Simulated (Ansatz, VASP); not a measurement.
CdSn5O in VASP and in Ansatz

```
Cd Sn O
1.0
     5.66058    0.00000    0.00000
     0.00000    5.66058    0.00000
     0.00000    0.00000    7.20217
Cd Sn O
1 5 1
Direct
  0.50000 0.50000 0.00000
  0.50000 0.00000 0.50000
  0.00000 0.50000 0.50000
  0.00000 0.00000 0.79211
  0.00000 0.00000 0.20789
  0.50000 0.50000 0.50000
  0.00000 0.00000 0.50000
```

Alike in both runs: functional PBE; k mesh 3 × 3 × 3; occupations gaussian, width 0.2 eV; no spin polarisation.

Ansatz relaxed the structure, and its values are those at the end. VASP's run is a single point on that final structure, the one shown.

|  | VASP | Ansatz |
| --- | --- | --- |
| version | VASP 6.6.1 | Ansatz 0.2.0 |
| potentials or method | VASP PAW PBE potentials, release 64 (Cd, Sn_d, O), cutoff 520 eV | scalar-relativistic, plane waves, PAW |
| valence electrons in the cell | 88 | 96 |

Ansatz gave:

| Item | Value |
| --- | --- |
| gap on the k mesh at the Fermi level (eV) | none |
| pressure (GPa) | 0.3 |
| rms of the force components (eV/Å) | 0.019 |

Question: Which values does VASP return?

Answer: gap on the k mesh at the Fermi level (eV): none; pressure (GPa): 0.3; rms of the force components (eV/Å): 0.033.

A gap of «none» marks a metal or a gap that the smearing closes. VASP's potentials hold 88 valence electrons a cell and Ansatz's 96, so a difference there can come from the potentials and not from the codes.

The k mesh is coarse, so the values compare programs but aren't converged.
